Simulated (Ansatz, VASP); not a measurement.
**One calculation of Ti, two programs**

```
CELL_PARAMETERS angstrom
-2.01727 1.66164 1.66164
1.66164 -2.01727 1.66164
1.66164 1.66164 -2.01727
ATOMIC_POSITIONS crystal
Ti 0.00000 0.00000 0.00000
```

Alike in both runs: task single point; functional PBEsol; k mesh 22 × 22 × 22; occupations gaussian, width 0.15 eV; no spin polarisation.

|  | VASP | Ansatz |
| --- | --- | --- |
| version | VASP 6.6.1 | Ansatz 0.2.0 |
| potentials or method | VASP PAW PBE potentials, release 64 (Ti_sv), cutoff 520 eV | scalar-relativistic, plane waves, PAW |
| valence electrons in the cell | 12 | 12 |

|  | VASP | Ansatz | Ansatz less VASP |
| --- | --- | --- | --- |
| gap on the k mesh at the Fermi level (eV) | none | none | - |
| pressure (GPa) | -4.7 | -4.9 | -0.19 |
| traceless stress, the component that is largest in VASP (GPa) | 9.62 | 9.36 | -0.260 |

VASP's potentials were made for PBE, not for PBEsol. A gap of «none» marks a metal or a gap that the smearing closes. With one functional, cell and mesh, what is left measures potentials, basis and numerics.
